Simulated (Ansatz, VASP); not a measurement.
## HfO2 in VASP and in Ansatz

File INCAR:

```
ALGO     = Normal         # electronic algorithm
EDIFF    = 1E-6           # SCF threshold, eV
ENCUT    = 520            # plane-wave cutoff, eV
GGA      = PE             # functional
ISIF     = 2              # what is computed and relaxed
ISMEAR   = 0              # smearing method
LASPH    = True           # aspherical terms in the spheres
LCHARG   = False          # write CHGCAR
LREAL    = False          # projectors in reciprocal space
LWAVE    = False          # write WAVECAR
NBANDS   = 18             # bands
NELM     = 60             # most SCF steps
PREC     = Accurate       # precision mode
SIGMA    = 0.05           # smearing width, eV
```

File KPOINTS:

```
k-points
0
Gamma
  8 8 8
```

POSCAR

```
HfO2
1.0
    0.0000000000      2.5575019374      2.5575019374
    2.5575019374      0.0000000000      2.5575019374
    2.5575019374      2.5575019374      0.0000000000
Hf O
1 2
Direct
    0.0000000000      0.0000000000      0.0000000000
    0.2500000000      0.2500000000      0.2500000000
    0.7500000000      0.7500000000      0.7500000000
```

Input for Ansatz:

```yaml
crystal:
  lattice:
    - [0.0, 2.5575019374, 2.5575019374]
    - [2.5575019374, 0.0, 2.5575019374]
    - [2.5575019374, 2.5575019374, 0.0]
  atoms:
    - { symbol: Hf, position: [0.0, 0.0, 0.0] }
    - { symbol: O, position: [0.25, 0.25, 0.25] }
    - { symbol: O, position: [0.75, 0.75, 0.75] }
basis:
  ecutwfc: 420
  ecutrho_ratio: 4
kpoints:
  mp_grid: { grid: [8, 8, 8] }
hamiltonian:
  xc: pbe
scf:
  occupations: { method: gaussian, width: 0.05 }
output:
  forces: true
  stress: true
  eigenvalues: true
```

Alike in both runs: task single point; functional PBE; k mesh 8 × 8 × 8; occupations gaussian, width 0.05 eV; no spin polarisation.

|  | VASP | Ansatz |
| --- | --- | --- |
| version | VASP 6.6.1 | Ansatz 0.2.0 |
| potentials or method | VASP PAW PBE potentials, release 64 (Hf_pv, O), cutoff 520 eV | scalar-relativistic, plane waves, PAW |
| valence electrons in the cell | 22 | 38 |

|  | VASP | Ansatz | Ansatz less VASP |
| --- | --- | --- | --- |
| gap on the k mesh at the Fermi level (eV) | 3.73 | 3.72 | -0.009 |
| least direct gap on the mesh (eV) | 3.73 | 3.72 | -0.009 |
| pressure (GPa) | -6.0 | -2.5 | +3.53 |

With one functional, cell and mesh, what is left measures potentials, basis and numerics. VASP's potentials hold 22 valence electrons a cell and Ansatz's 38, so a difference there can come from the potentials and not from the codes.

Neither program's run includes spin-orbit coupling.
